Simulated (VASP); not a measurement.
# CoSi (wurtzite type) (P6_3/mmc) in VASP: single point with PBEsol

Aim: the single point of CoSi (wurtzite type) with PBEsol.

All numbers are computed with VASP 6.6.1; they aren't measurements. Logs are shortened: lines on timing, memory, paths and dates and some standing lists are left out, and cuts for length are marked.

## (1) The cell of the first run

The structure is hexagonal, space group P6_3/mmc (No. 194). The conventional cell has a = 3.147 Å, b = 3.147 Å, c = 3.757 Å, α = 90.00°, β = 90.00°, γ = 120.00°. Co (site symmetry -6m2) has 5 Si at 1.82 to 1.88 Å within 2.4 Å. Si (site symmetry -6m2) has 5 Co at 1.82 to 1.88 Å within 2.4 Å.

## (2) Single point, PBEsol, collinear spin, ferromagnetic start

Contents of INCAR:

```
SYSTEM = CoSi
ALGO     = Normal         ! electronic algorithm
EDIFF    = 1E-6           ! SCF threshold, eV
ENCUT    = 520            ! plane-wave cutoff, eV
GGA      = PS             ! functional
ISIF     = 2              ! what is computed and relaxed
ISMEAR   = -1             ! smearing method
ISPIN    = 2              ! spin polarisation
LASPH    = .True.         ! aspherical terms in the spheres
LCHARG   = .False.        ! write CHGCAR
LMAXMIX  = 4              ! l up to which the mixer works
LORBIT   = 11             ! projections on sites
LREAL    = .False.        ! projectors in reciprocal space
LWAVE    = .False.        ! write WAVECAR
MAGMOM   = 1.7 1.7 0 0    ! initial moments
NBANDS   = 25             ! bands
NELM     = 150            ! most SCF steps
PREC     = Accurate       ! precision mode
SIGMA    = 0.08           ! smearing width, eV
```

Contents of KPOINTS:

```
k-points
0
Gamma
  11 11 6
  0 0 0
```

Contents of POSCAR:

```
CoSi
1.0
    3.1474305456      0.0000000000      0.0000000000
   -1.5737152728      2.7257548091      0.0000000000
    0.0000000000      0.0000000000      3.7574469281
Co Si
2 2
Direct
    0.3333333333      0.6666666667     -0.0619999850
    0.6666666667      0.3333333333      0.4380000150
    0.3333333333      0.6666666667      0.4379999850
    0.6666666667      0.3333333333      0.9379999850
```

Potentials or basis: VASP PAW PBE potentials, release 64 (Co, Si).

The run is started by

```console
$ cat potpaw_PBE.64/Co/POTCAR potpaw_PBE.64/Si/POTCAR > POTCAR
$ mpirun -np 1 vasp_std > vasp.out
```

OUTCAR:

```text
SYSTEM = CoSi
   EDIFF = 1E-6
   ENCUT = 520
   GGA = PS
   ISIF = 2
   ISMEAR = -1
   ISPIN = 2
   LASPH = .True.
   LORBIT = 11
   LREAL = .False.
   NELM = 150
   PREC = Accurate

 ion  position               nearest neighbor table
   1  0.333  0.667  0.938-   4 1.82   4 1.82   4 1.82   3 1.88   3 1.88   2 2.61   2 2.61   2 2.61
                             2 2.61   2 2.61   2 2.61
   2  0.667  0.333  0.438-   3 1.82   3 1.82   3 1.82   4 1.88   4 1.88   1 2.61   1 2.61   1 2.61
                             1 2.61   1 2.61   1 2.61
   3  0.333  0.667  0.438-   2 1.82   2 1.82   2 1.82   1 1.88   1 1.88   4 2.61   4 2.61   4 2.61
                             4 2.61   4 2.61   4 2.61
   4  0.667  0.333  0.938-   1 1.82   1 1.82   1 1.82   2 1.88   2 1.88   3 2.61   3 2.61   3 2.61
                             3 2.61   3 2.61   3 2.61

  LATTYP: Found a hexagonal cell.
 ALAT       =     3.1474305456
 C/A-ratio  =     1.1938140886

  Lattice vectors:

 A1 = (   3.1474305456,   0.0000000000,   0.0000000000)
 A2 = (  -1.5737152728,   2.7257548091,   0.0000000000)
 A3 = (   0.0000000000,   0.0000000000,   3.7574469281)

Analysis of symmetry for initial positions (statically):
=====================================================================
 Subroutine PRICEL returns:
 Original cell was already a primitive cell.

 Routine SETGRP: Setting up the symmetry group for a
 hexagonal supercell.

 Subroutine GETGRP returns: Found 24 space group operations
 (whereof  6 operations were pure point group operations)
 out of a pool of 24 trial point group operations.

The static configuration has the point symmetry C_3v.
 The point group associated with its full space group is D_6h.

Analysis of symmetry for dynamics (positions and initial velocities):
=====================================================================
 Subroutine PRICEL returns:
 Original cell was already a primitive cell.

 Routine SETGRP: Setting up the symmetry group for a
 hexagonal supercell.

 Subroutine GETGRP returns: Found 24 space group operations
 (whereof  6 operations were pure point group operations)
 out of a pool of 24 trial point group operations.

The dynamic configuration has the point symmetry C_3v.
 The point group associated with its full space group is D_6h.

Analysis of structural, dynamic, and magnetic symmetry:
=====================================================================
 Subroutine PRICEL returns:
 Original cell was already a primitive cell.

 Routine SETGRP: Setting up the symmetry group for a
 hexagonal supercell.

 Subroutine GETGRP returns: Found 24 space group operations
 (whereof  6 operations were pure point group operations)
 out of a pool of 24 trial point group operations.

The overall configuration has the point symmetry C_3v.
 The point group associated with its full space group is D_6h.

 Subroutine INISYM returns: Found 24 space group operations
 (whereof  6 operations are pure point group operations),
 and found     1 'primitive' translations

----------------------------------------------------------------------------------------

                                     Primitive cell

  volume of cell :      32.2356

  direct lattice vectors                    reciprocal lattice vectors
     3.147430546  0.000000000  0.000000000     0.317719481  0.183435428  0.000000000
    -1.573715273  2.725754809  0.000000000     0.000000000  0.366870856  0.000000000
     0.000000000  0.000000000  3.757446928     0.000000000  0.000000000  0.266138157

  length of vectors
     3.147430546  3.147430546  3.757446928     0.366870856  0.366870856  0.266138157

  position of ions in fractional coordinates (direct lattice)
     0.333333333  0.666666667  0.938000015
     0.666666667  0.333333333  0.438000015
     0.333333333  0.666666667  0.437999985
     0.666666667  0.333333333  0.937999985

  ion indices of the primitive-cell ions
   primitive index   ion index
                 1           1
                 2           2
                 3           3
                 4           4

----------------------------------------------------------------------------------------

 KPOINTS: k-points

Automatic generation of k-mesh.
 Grid dimensions read from file:
 generate k-points for:   11   11    6

 Generating k-lattice:

  Cartesian coordinates                     Fractional coordinates (reciprocal lattice)
     0.028883589  0.016675948  0.000000000     0.090909091  0.000000000  0.000000000
     0.000000000  0.033351896  0.000000000     0.000000000  0.090909091  0.000000000
     0.000000000  0.000000000  0.044356359     0.000000000  0.000000000  0.166666667

  Length of vectors
     0.033351896  0.033351896  0.044356359

  Shift w.r.t. Gamma in fractional coordinates (k-lattice)
     0.000000000  0.000000000  0.000000000

 Subroutine IBZKPT returns following result:
 ===========================================

 Found     64 irreducible k-points:

 Following reciprocal coordinates:
            Coordinates               Weight
  0.000000  0.000000  0.000000      1.000000
  0.090909  0.000000  0.000000      6.000000
  0.181818  0.000000  0.000000      6.000000
  0.272727  0.000000  0.000000      6.000000
  0.363636  0.000000  0.000000      6.000000
  0.454545  0.000000  0.000000      6.000000
[... 16 lines left out ...]
  0.090909  0.090909  0.166667     12.000000
  0.181818  0.090909  0.166667     24.000000
 [... further k-points ...]
   k-points           NKPTS =     64   k-points in BZ     NKDIM =     64   number of bands    NBANDS=     25
   number of dos      NEDOS =    301   number of ions     NIONS =      4
   total plane-waves  NPLWV =  16128
   dimension x,y,z NGX =    24 NGY =   24 NGZ =   28
   dimension x,y,z NGXF=    48 NGYF=   48 NGZF=   56
   ions per type =               2   2
   NGX,Y,Z   is equivalent  to a cutoff of  12.68, 12.68, 12.39 a.u.
   NGXF,Y,Z  is equivalent  to a cutoff of  25.35, 25.35, 24.78 a.u.
 SYSTEM =  CoSi
   PREC   = accura    normal or accurate (medium, high low for compatibility)
   ISTART =      0    job   : 0-new  1-cont  2-samecut
   ICHARG =      2    charge: 1-file 2-atom 10-const
   ISPIN  =      2    spin polarized calculation?
   LNONCOLLINEAR =      F non collinear calculations
   LSORBIT =      F    spin-orbit coupling
   LASPH  =      T    aspherical Exc in radial PAW
   ENCUT  =  520.0 eV  38.22 Ry    6.18 a.u.   5.85  5.85  6.99*2*pi/ulx,y,z
   NELM   =    150;   NELMIN=  2; NELMDL= -5     # of ELM steps
   EDIFF  = 0.1E-05   stopping-criterion for ELM
   LREAL  =      F    real-space projection
   EDIFFG = 0.1E-04   stopping-criterion for IOM
   NSW    =      0    number of steps for IOM
   IBRION =     -1    ionic relax: 0-MD 1-quasi-New 2-CG
   NFREE  =      0    steps in history (QN), initial steepest desc. (CG)
   ISIF   =      2    stress and relaxation
   ISYM   =      2    0-nonsym 1-usesym 2-fastsym
   POTIM  = 0.5000    time-step for ionic-motion
   TEBEG  =    0.0;   TEEND  =   0.0 temperature during run
   PSTRESS=    0.0 pullay stress
   NELECT =      26.0000    total number of electrons
   NUPDOWN=      -1.0000    fix difference up-down
   EMIN   =  10.00;   EMAX   =-10.00  energy-range for DOS
   EFERMI =   0.00;   METHOD = LEGACY
   ISMEAR =    -1;   SIGMA  =   0.08  broadening in eV -4-tet -1-fermi 0-gaus
   EFERMI_NEDOS =   21; number of points for ismear=-14 and -15
   IALGO  =     38    algorithm
   IMIX   =      4    mixing-type and parameters
     AMIX     =   0.40;   BMIX     =  1.00
     AMIX_MAG =   1.60;   BMIX_MAG =  1.00
  volume/ion in A,a.u.               =       8.06        54.38
  Fermi-wavevector in a.u.,A,eV,Ry     =   1.523891  2.879737 31.596061  2.322245
  Thomas-Fermi vector in A             =   2.632273
   LORBIT       =     11    0 simple, 1 ext, 2 COOP (PROOUT), +10 PAW based schemes
   GGA     = PS    functional components
   LHFCALC =     F    Hartree Fock is set to
   AEXX    =    0.0000 exact exchange contribution
   IVDW    =     0    specifies the selected vdW correction
   LEPSILON=     F    determine dielectric tensor
   LRPA    =     F    only Hartree local field effects (RPA)
 spin polarized calculation
  energy-cutoff  :      520.00
  volume of cell :       32.24
 maximum number of plane-waves:       886
 NGX is ok and might be reduce to    24
   NGX = 11   NGY = 11   NGZ = 13

 number of electron      26.0000006 magnetization       0.0011999

 number of electron      26.0000006 magnetization      -0.0001782

 Free energy of the ion-electron system (eV)
  ---------------------------------------------------
  ext. energy  EPLUGINS =         0.00000000
  ---------------------------------------------------
  free energy    TOTEN  =       -13.40931614 eV

  energy without entropy =      -13.36908603  energy(sigma->0) =      -13.38920108

 E-fermi :  17.3115     XC(G=0): -14.2651

 val. band max:       17.3081904418   @ k =   0.4545   0.0000   0.1667
 cond. band min:      17.3128877336   @ k =   0.2727   0.0909   0.1667
 fundamental gap:      0.0046972919
 Fermi energy:        17.3114560948

 spin component 1

 k-point     1 :       0.0000    0.0000    0.0000
  band No.  band energies     occupation
      1       1.3296      1.00000
      2       7.8911      1.00000
      3      10.6254      1.00000
      4      11.4931      1.00000
      5      11.4931      1.00000
      6      11.5679      1.00000
[... 17 lines left out ...]
     24      31.1689      0.00000
     25      31.4328      0.00000

 k-point     2 :       0.0909    0.0000    0.0000
  band No.  band energies     occupation
      1       1.4954      1.00000
      2       7.9514      1.00000
      3      10.5815      1.00000
      4      11.2392      1.00000
      5      11.5469      1.00000
      6      11.5557      1.00000
[... 17 lines left out ...]
     24      30.7716      0.00000
     25      32.0541      0.00000
[... 586 lines left out ...]
     24      31.4264      0.00000
     25      31.5679      0.00000

 k-point    24 :       0.1818    0.0909    0.1667
  band No.  band energies     occupation
      1       2.7631      1.00000
      2       7.9233      1.00000
      3       9.6458      1.00000
      4      10.3151      1.00000
      5      11.2255      1.00000
      6      11.4994      1.00000
[... 17 lines left out ...]
     24      32.2801      0.00000
     25      33.0759      0.00000

 [... further k-points ...]

 spin component 2

 k-point     1 :       0.0000    0.0000    0.0000
  band No.  band energies     occupation
      1       1.3296      1.00000
      2       7.8910      1.00000
      3      10.6255      1.00000
      4      11.4931      1.00000
      5      11.4931      1.00000
      6      11.5679      1.00000
[... 17 lines left out ...]
     24      31.1695      0.00000
     25      31.4311      0.00000

 k-point     2 :       0.0909    0.0000    0.0000
  band No.  band energies     occupation
      1       1.4954      1.00000
      2       7.9514      1.00000
      3      10.5815      1.00000
      4      11.2392      1.00000
      5      11.5470      1.00000
      6      11.5557      1.00000
[... 17 lines left out ...]
     24      30.7716      0.00000
     25      31.9993      0.00000
[... 586 lines left out ...]
     24      31.4265      0.00000
     25      31.5678      0.00000

 k-point    24 :       0.1818    0.0909    0.1667
  band No.  band energies     occupation
      1       2.7631      1.00000
      2       7.9233      1.00000
      3       9.6458      1.00000
      4      10.3151      1.00000
      5      11.2255      1.00000
      6      11.4994      1.00000
[... 17 lines left out ...]
     24      32.2801      0.00000
     25      33.0765      0.00000

 [... further k-points ...]
[... 5 lines left out ...]
  --------------------------------------------------------------------------------------
  -------------------------------------------------------------------------------------
  Total       55.9692494     55.9692494     56.0279399      0.0000000      0.0000000      0.0000000
  in kB     2781.7895245   2781.7895245   2784.7065670      0.0000000      0.0000000      0.0000000
  external PRESSURE =    2782.7618720 kB  Pullay stress =       0.0000000 kB

 VOLUME and BASIS-vectors are now :
 -----------------------------------------------------------------------------
  energy-cutoff  :      520.00
  volume of cell :       32.24
      direct lattice vectors                 reciprocal lattice vectors
     3.147430546  0.000000000  0.000000000     0.317719481  0.183435428  0.000000000
    -1.573715273  2.725754809  0.000000000     0.000000000  0.366870856  0.000000000
     0.000000000  0.000000000  3.757446928     0.000000000  0.000000000  0.266138157

 POSITION                                       TOTAL-FORCE (eV/Angst)
 -----------------------------------------------------------------------------------
     -0.00000      1.81717      3.52449        -0.000000      0.000000      0.000000
      1.57372      0.90858      1.64576        -0.000000     -0.000000     -0.000000
     -0.00000      1.81717      1.64576         0.000000      0.000000     -0.000000
      1.57372      0.90858      3.52449        -0.000000     -0.000000     -0.000000
 -----------------------------------------------------------------------------------
    total drift:                                0.000000      0.000000     -0.000024

  FREE ENERGIE OF THE ION-ELECTRON SYSTEM (eV)
  ---------------------------------------------------
  free  energy   TOTEN  =       -13.4093161378 eV

  energy  without entropy=      -13.3690860317  energy(sigma->0) =      -13.38920108

 total charge

# of ion       s       p       d       tot
------------------------------------------
    1        0.818   1.062   8.530  10.410
    2        0.818   1.062   8.530  10.410
    3        0.919   1.322   0.000   2.241
    4        0.919   1.322   0.000   2.241
--------------------------------------------------
tot          3.475   4.766  17.060  25.302

 magnetization (x)

# of ion       s       p       d       tot
------------------------------------------
    1       -0.000   0.000  -0.000  -0.000
    2       -0.000   0.000  -0.000  -0.000
    3       -0.000  -0.000   0.000  -0.000
    4       -0.000  -0.000   0.000  -0.000
--------------------------------------------------
tot         -0.000  -0.000  -0.000  -0.000
```

It took 42 s on 1 thread of Intel Xeon 6975P-C (Granite Rapids), shared host; peak memory 0.2 GiB.

What came out:

| Item | Value |
| --- | --- |
| Free energy | -13.4093 eV |
| Pressure | 278.3 GPa |
| Band gap on the k mesh | zero (filled and empty bands overlap) |
| Net moment | 0.00 μB per cell |
| Valence electrons inside the program's atomic spheres | Co 10.41; Si 2.24 |

Stress tensor (GPa, compression positive):
```
278.18   0.00   0.00
  0.00 278.18   0.00
  0.00   0.00 278.47
```

Caveat: the starting moments collapsed, and a magnetic state may lie lower; the PAW data sets were made with another functional, which shifts forces and pressure a little.
